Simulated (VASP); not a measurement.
# BN (Cmcm) in VASP: notebook

Runs on BN. Level: LDA. Tasks: single point.

Program: VASP 6.6.1. These are calculated values, not measurements. Logs are shortened: lines on timing, memory, paths and dates and some standing lists are left out, and cuts for length are marked.

## Step 1: The cell of the first run

It takes space group Cmcm (No. 63, orthorhombic). Conventional cell: a = 2.580 Å, b = 4.310 Å, c = 6.734 Å, α = 90.00°, β = 90.00°, γ = 90.00°. B (site symmetry m2m) has 3 N at 1.45 to 1.47 Å within 1.9 Å. Within 1.9 Å of N (site symmetry m2m) lie 3 B at 1.45 to 1.47 Å.

## Step 2: Single point, LDA (normal strain along x +0.0367, normal strain along z +0.0367)

File INCAR:

```
SYSTEM = BN
  PREC = Accurate
  ENCUT = 520
  EDIFF = 1E-7
  ISMEAR = 0
  SIGMA = 0.05
  LREAL = .False.
  LASPH = .True.
  NELM = 100
  ALGO = Normal
  ISIF = 2
  LWAVE = .False.
  LCHARG = .True.
  GGA = CA
  LELF = .True.
  LVHAR = .True.
  NBANDS = 16
```

File KPOINTS:

```
regular mesh
0
Gamma
  12 12 4
  0 0 0
```

File POSCAR:

```
BN
1.0
    2.5796742231      0.0000000000      0.0000000000
   -1.2898371116      2.1549757989      0.0000000000
    0.0000000000      0.0000000000      6.7336479570
B N
2 2
Direct
    0.3394665911      0.6789331823      0.2500000000
    0.6605334089      0.3210668177      0.7500000000
    0.3249924182      0.6499848364      0.7500000000
    0.6750075818      0.3500151636      0.2500000000
```

Potentials or basis: VASP PAW LDA potentials, release 64 (B, N).

The run is started by

```sh
$ cat potpaw_LDA.64/B/POTCAR potpaw_LDA.64/N/POTCAR > POTCAR
$ mpirun -np 1 vasp_std > vasp.out
```

OUTCAR:

```text
SYSTEM = BN
   PREC = Accurate
   ENCUT = 520
   EDIFF = 1E-7
   ISMEAR = 0
   LREAL = .False.
   LASPH = .True.
   NELM = 100
   ISIF = 2
   GGA = CA

 ion  position               nearest neighbor table
   1  0.339  0.679  0.250-   4 1.45   4 1.47   4 1.47
   2  0.661  0.321  0.750-   3 1.45   3 1.47   3 1.47
   3  0.325  0.650  0.750-   2 1.45   2 1.47   2 1.47
   4  0.675  0.350  0.250-   1 1.45   1 1.47   1 1.47

  Warning from LATTYP: Monoclinic adjustment (A1->A3, A2->A1, A3->A2)!
  LATTYP: Found a base centered orthorhombic cell.
 ALAT       =     2.5796742231
 B/A-ratio  =     1.6707348390
 C/A-ratio  =     2.6102706678

  Lattice vectors:

 A1 = (   1.2898371116,  -2.1549757989,   0.0000000000)
 A2 = (   1.2898371115,   2.1549757989,   0.0000000000)
 A3 = (   0.0000000000,   0.0000000000,   6.7336479570)

Analysis of symmetry for initial positions (statically):
=====================================================================
 Subroutine PRICEL returns:
 Original cell was already a primitive cell.

 Routine SETGRP: Setting up the symmetry group for a
 base centered orthorhombic supercell.

 Subroutine GETGRP returns: Found  8 space group operations
 (whereof  4 operations were pure point group operations)
 out of a pool of  8 trial point group operations.

The static configuration has the point symmetry C_2h.
 The point group associated with its full space group is D_2h.

Analysis of symmetry for dynamics (positions and initial velocities):
=====================================================================
 Subroutine PRICEL returns:
 Original cell was already a primitive cell.

 Routine SETGRP: Setting up the symmetry group for a
 base centered orthorhombic supercell.

 Subroutine GETGRP returns: Found  8 space group operations
 (whereof  4 operations were pure point group operations)
 out of a pool of  8 trial point group operations.

The dynamic configuration has the point symmetry C_2h.
 The point group associated with its full space group is D_2h.

 Subroutine INISYM returns: Found  8 space group operations
 (whereof  4 operations are pure point group operations),
 and found     1 'primitive' translations

----------------------------------------------------------------------------------------

                                     Primitive cell

  volume of cell :      37.4333

  direct lattice vectors                    reciprocal lattice vectors
     2.579674223  0.000000000  0.000000000     0.387645847  0.232021167  0.000000000
    -1.289837112  2.154975799  0.000000000     0.000000000  0.464042334  0.000000000
     0.000000000  0.000000000  6.733647957     0.000000000  0.000000000  0.148507912

  length of vectors
     2.579674223  2.511493673  6.733647957     0.451777738  0.464042334  0.148507912

  position of ions in fractional coordinates (direct lattice)
     0.339466591  0.678933182  0.250000000
     0.660533409  0.321066818  0.750000000
     0.324992418  0.649984836  0.750000000
     0.675007582  0.350015164  0.250000000

  ion indices of the primitive-cell ions
   primitive index   ion index
                 1           1
                 2           2
                 3           3
                 4           4

----------------------------------------------------------------------------------------

 KPOINTS: regular mesh

Automatic generation of k-mesh.
 Grid dimensions read from file:
 generate k-points for:   12   12    4

 Generating k-lattice:

  Cartesian coordinates                     Fractional coordinates (reciprocal lattice)
     0.032303821  0.019335097  0.000000000     0.083333333 -0.000000000  0.000000000
     0.000000000  0.038670195  0.000000000     0.000000000  0.083333333  0.000000000
     0.000000000  0.000000000  0.037126978     0.000000000  0.000000000  0.250000000

  Length of vectors
     0.037648145  0.038670195  0.037126978

  Shift w.r.t. Gamma in fractional coordinates (k-lattice)
     0.000000000  0.000000000  0.000000000

 Subroutine IBZKPT returns following result:
 ===========================================

 Found    129 irreducible k-points:

 Following reciprocal coordinates:
            Coordinates               Weight
  0.000000  0.000000  0.000000      1.000000
  0.083333  0.000000  0.000000      4.000000
  0.166667 -0.000000  0.000000      4.000000
  0.250000 -0.000000  0.000000      4.000000
  0.333333  0.000000  0.000000      4.000000
  0.416667  0.000000  0.000000      4.000000
[... 16 lines left out ...]
  0.333333  0.166667  0.000000      4.000000
  0.416667  0.166667  0.000000      4.000000
 [... further k-points ...]
   k-points           NKPTS =    129   k-points in BZ     NKDIM =    129   number of bands    NBANDS=     16
   number of dos      NEDOS =    301   number of ions     NIONS =      4
   total plane-waves  NPLWV =  20000
   dimension x,y,z NGX =    20 NGY =   20 NGZ =   50
   dimension x,y,z NGXF=    40 NGYF=   40 NGZF=  100
   ions per type =               2   2
   NGX,Y,Z   is equivalent  to a cutoff of  12.89, 13.24, 12.34 a.u.
   NGXF,Y,Z  is equivalent  to a cutoff of  25.78, 26.48, 24.69 a.u.
 SYSTEM =  BN
   PREC   = accura    normal or accurate (medium, high low for compatibility)
   ISTART =      0    job   : 0-new  1-cont  2-samecut
   ICHARG =      2    charge: 1-file 2-atom 10-const
   ISPIN  =      1    spin polarized calculation?
   LNONCOLLINEAR =      F non collinear calculations
   LSORBIT =      F    spin-orbit coupling
   LASPH  =      T    aspherical Exc in radial PAW
   ENCUT  =  520.0 eV  38.22 Ry    6.18 a.u.   4.80  4.67 12.52*2*pi/ulx,y,z
   NELM   =    100;   NELMIN=  2; NELMDL= -5     # of ELM steps
   EDIFF  = 0.1E-06   stopping-criterion for ELM
   LREAL  =      F    real-space projection
   EDIFFG = 0.1E-05   stopping-criterion for IOM
   NSW    =      0    number of steps for IOM
   IBRION =     -1    ionic relax: 0-MD 1-quasi-New 2-CG
   NFREE  =      0    steps in history (QN), initial steepest desc. (CG)
   ISIF   =      2    stress and relaxation
   ISYM   =      2    0-nonsym 1-usesym 2-fastsym
   POTIM  = 0.5000    time-step for ionic-motion
   TEBEG  =    0.0;   TEEND  =   0.0 temperature during run
   PSTRESS=    0.0 pullay stress
   NELECT =      16.0000    total number of electrons
   NUPDOWN=      -1.0000    fix difference up-down
   EMIN   =  10.00;   EMAX   =-10.00  energy-range for DOS
   EFERMI =   0.00;   METHOD = LEGACY
   ISMEAR =     0;   SIGMA  =   0.05  broadening in eV -4-tet -1-fermi 0-gaus
   EFERMI_NEDOS =   21; number of points for ismear=-14 and -15
   IALGO  =     38    algorithm
   IMIX   =      4    mixing-type and parameters
     AMIX     =   0.40;   BMIX     =  1.00
     AMIX_MAG =   1.60;   BMIX_MAG =  1.00
  volume/ion in A,a.u.               =       9.36        63.15
  Fermi-wavevector in a.u.,A,eV,Ry     =   1.233187  2.330386 20.691062  1.520750
  Thomas-Fermi vector in A             =   2.367927
   LORBIT       =      0    0 simple, 1 ext, 2 COOP (PROOUT), +10 PAW based schemes
   GGA     = CA    functional components
   LHFCALC =     F    Hartree Fock is set to
   AEXX    =    0.0000 exact exchange contribution
   IVDW    =     0    specifies the selected vdW correction
   LEPSILON=     F    determine dielectric tensor
   LRPA    =     F    only Hartree local field effects (RPA)
 non-spin polarized calculation
 Gauss-broadening in eV      SIGMA  =   0.05
  energy-cutoff  :      520.00
  volume of cell :       37.43
 maximum number of plane-waves:      1022
   NGX =  9   NGY =  9   NGZ = 25

 number of electron      16.0000000 magnetization

 Free energy of the ion-electron system (eV)
  ---------------------------------------------------
  ext. energy  EPLUGINS =         0.00000000
  ---------------------------------------------------
  free energy    TOTEN  =       -38.45911657 eV

  energy without entropy =      -38.45911657  energy(sigma->0) =      -38.45911657

 E-fermi :   2.2331     XC(G=0): -10.3613

 val. band max:        1.9491070382   @ k =   0.2500   0.3333   0.0000
 cond. band min:       5.8834561543   @ k =   0.5000  -0.0000   0.0000
 fundamental gap:      3.9343491161
 Fermi energy:         2.2331016207

 k-point     1 :       0.0000    0.0000    0.0000
  band No.  band energies     occupation
      1     -15.4875      2.00000
      2     -15.2007      2.00000
      3      -4.2156      2.00000
      4      -2.1171      2.00000
      5       0.3370      2.00000
      6       0.3746      2.00000
[... 8 lines left out ...]
     15      14.0961      0.00000
     16      14.3019      0.00000

 k-point     2 :       0.0833    0.0000    0.0000
  band No.  band energies     occupation
      1     -15.3577      2.00000
      2     -15.0754      2.00000
      3      -4.0362      2.00000
      4      -1.9567      2.00000
      5      -0.1563      2.00000
      6      -0.1242      2.00000
[... 8 lines left out ...]
     15      13.8200      0.00000
     16      14.4082      0.00000

 k-point     3 :       0.1667   -0.0000    0.0000
  band No.  band energies     occupation
      1     -14.9754      2.00000
      2     -14.7069      2.00000
      3      -3.5046      2.00000
      4      -1.5143      2.00000
      5      -1.4855      2.00000
      6      -1.4755      2.00000
[... 8 lines left out ...]
     15      15.2130      0.00000
     16      15.6123      0.00000

 k-point     4 :       0.2500   -0.0000    0.0000
  band No.  band energies     occupation
      1     -14.3663      2.00000
      2     -14.1223      2.00000
      3      -3.2528      2.00000
      4      -3.1938      2.00000
      5      -2.6444      2.00000
      6      -0.9098      2.00000
[... 8 lines left out ...]
     15      16.4640      0.00000
     16      17.2208      0.00000
[... 324 lines left out ...]
 k-point    22 :       0.2500    0.1667    0.0000
  band No.  band energies     occupation
      1     -13.2060      2.00000
      2     -13.0185      2.00000
      3      -5.0072      2.00000
      4      -4.9534      2.00000
      5      -2.7071      2.00000
      6      -2.6459      2.00000
[... 8 lines left out ...]
     15      15.1765      0.00000
     16      16.9498      0.00000

 k-point    23 :       0.3333    0.1667    0.0000
  band No.  band energies     occupation
      1     -12.4927      2.00000
      2     -12.3719      2.00000
      3      -6.1606      2.00000
      4      -6.0893      2.00000
      5      -3.1906      2.00000
      6      -3.1215      2.00000
[... 8 lines left out ...]
     15      15.8233      0.00000
     16      18.5236      0.00000

 k-point    24 :       0.4167    0.1667    0.0000
  band No.  band energies     occupation
      1     -12.1853      2.00000
      2     -12.1276      2.00000
      3      -6.5809      2.00000
      4      -6.5082      2.00000
      5      -3.3821      2.00000
      6      -3.3098      2.00000
[... 8 lines left out ...]
     15      16.0449      0.00000
     16      19.4790      0.00000

 [... further k-points ...]

------------------------ aborting loop because EDIFF is reached ----------------------------------------

  FORCE on cell =-STRESS in cart. coord.  units (eV):
  Direction    XX          YY          ZZ          XY          YZ          ZX
  --------------------------------------------------------------------------------------
  -------------------------------------------------------------------------------------
  Total       -6.7090102     -1.3908187     -0.2378141      0.0000000     -0.0000000      0.0000000
  in kB     -287.1516811    -59.5282919    -10.1786577      0.0000000     -0.0000000      0.0000000
  external PRESSURE =    -118.9528769 kB  Pullay stress =       0.0000000 kB

 VOLUME and BASIS-vectors are now :
 -----------------------------------------------------------------------------
  energy-cutoff  :      520.00
  volume of cell :       37.43
      direct lattice vectors                 reciprocal lattice vectors
     2.579674223  0.000000000  0.000000000     0.387645847  0.232021167  0.000000000
    -1.289837112  2.154975799  0.000000000     0.000000000  0.464042334  0.000000000
     0.000000000  0.000000000  6.733647957     0.000000000  0.000000000  0.148507912

 POSITION                                       TOTAL-FORCE (eV/Angst)
 -----------------------------------------------------------------------------------
     -0.00000      1.46308      1.68341         0.000000     -0.009459     -0.000000
      1.28984      0.69189      5.05024        -0.000000      0.009459      0.000000
     -0.00000      1.40070      5.05024         0.000000     -0.009653      0.000000
      1.28984      0.75427      1.68341        -0.000000      0.009653      0.000000
 -----------------------------------------------------------------------------------
    total drift:                                0.000000     -0.000000      0.000000

  FREE ENERGIE OF THE ION-ELECTRON SYSTEM (eV)
  ---------------------------------------------------
  free  energy   TOTEN  =       -38.4591165698 eV

  energy  without entropy=      -38.4591165698  energy(sigma->0) =      -38.45911657
```

It took 35 s on 1 thread of Intel Xeon 6975P-C (Granite Rapids), shared host; peak memory 0.18 GiB.

What came out:

```yaml
Free_energy: -38.4591 eV
Pressure: -11.9 GPa
Largest_force: 0.010 eV/Å
Band_gap_on_the_k_mesh: 3.93 eV (least direct gap 4.33 eV)
```

Forces in eV/Å, atoms in the order of the input:
```
B    0.000 -0.009  0.000
B    0.000  0.009  0.000
N    0.000 -0.010  0.000
N    0.000  0.010  0.000
```

Caveat: the cell differs from its parent crystal (normal strain along x +0.0367, normal strain along z +0.0367); the cell stands under tension. A k mesh can miss the band edges.

(Continued in part 2 of 3.)
